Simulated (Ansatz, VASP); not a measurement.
# HfC: VASP beside Ansatz

```
Hf C
1.0
     0.00000    2.32577    2.32577
     2.32577    0.00000    2.32577
     2.32577    2.32577    0.00000
Hf C
1 1
Cartesian
  2.3258 2.3258 2.3258
  0.0000 0.0000 0.0000
```

Alike in both runs: task single point; functional PBE; k mesh 12 × 12 × 12; occupations gaussian, width 0.05 eV; no spin polarisation.

```csv
,VASP,Ansatz
version,VASP 6.6.1,Ansatz 0.2.0
potentials or method,"VASP PAW PBE potentials, release 64 (Hf_pv, C), cutoff 520 eV","scalar-relativistic, plane waves, PAW"
valence electrons in the cell,14,30
```

Ansatz gave:

| Property | Result |
| --- | --- |
| gap on the k mesh at the Fermi level (eV) | none |
| pressure (GPa) | 0.0 |

What did VASP give for the same quantities?

gap on the k mesh at the Fermi level (eV): none; pressure (GPa): -0.7.

A gap of «none» marks a metal or a gap that the smearing closes. The functional is the same, so the differences come from potentials, cutoffs and numerics. VASP's potentials hold 14 valence electrons a cell and Ansatz's 30, so a difference there can come from the potentials and not from the codes.

Spin-orbit coupling is off throughout.
